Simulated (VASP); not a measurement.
Input of a VASP 6.6.1 run:

The input POSCAR:

```
GaAs
1.0
    2.8050957933      2.8050957933      0.0000000000
   -2.8050957933      2.8050957933      0.0000000000
    0.0000000000      2.8050957933      2.8565983123
Ga As
1 1
Direct
    0.0000000000      0.0000000000      0.0000000000
    0.7500000000      0.2500000000      0.5000000000
```

File INCAR.step1:

```
ALGO = Normal
EDIFF = 1E-4
ENCUT = 520
GGA = PE
ISMEAR = 0
LASPH = T
LCHARG = F
LREAL = F
LWAVE = T
NBANDS = 16
NELM = 100
PREC = Accurate
SIGMA = 0.01
```

Contents of INCAR.step2:

```
ALGO = Normal
EDIFF = 1E-6
ENCUT = 520
ISIF = 2
ISMEAR = 0
ISTART = 1
LASPH = T
LCHARG = T
LELF = T
LMIXTAU = T
LREAL = F
LVHAR = T
LWAVE = F
METAGGA = R2SCAN
NBANDS = 16
NELM = 100
PREC = Accurate
SIGMA = 0.01
```

Contents of KPOINTS:

```
k-points
0
Gamma
  8 8 8
```

Potentials or basis: VASP PAW PBE potentials, release 64 (Ga_d, As).

Command:

```bash
$ cat potpaw_PBE.64/Ga_d/POTCAR potpaw_PBE.64/As/POTCAR > POTCAR
$ cp INCAR.step1 INCAR
$ mpirun -np 1 vasp_std > vasp.out
$ cp INCAR.step2 INCAR
$ mpirun -np 1 vasp_std > vasp.out
```

Question: What does it give for the pressure?

Answer: 1.0 GPa.

Question: Predict the band gap on the k mesh.

Answer: 1.00 eV, direct.

Stress tensor (GPa, compression positive):
```
1.44 0.00 0.00
0.00 1.44 0.00
0.00 0.00 0.17
```

Caveat: the cell differs from its parent crystal (in-plane strain -0.01, then relaxed in part); the PAW data sets were made with another functional, which shifts forces and pressure a little. A k mesh can miss the band edges.
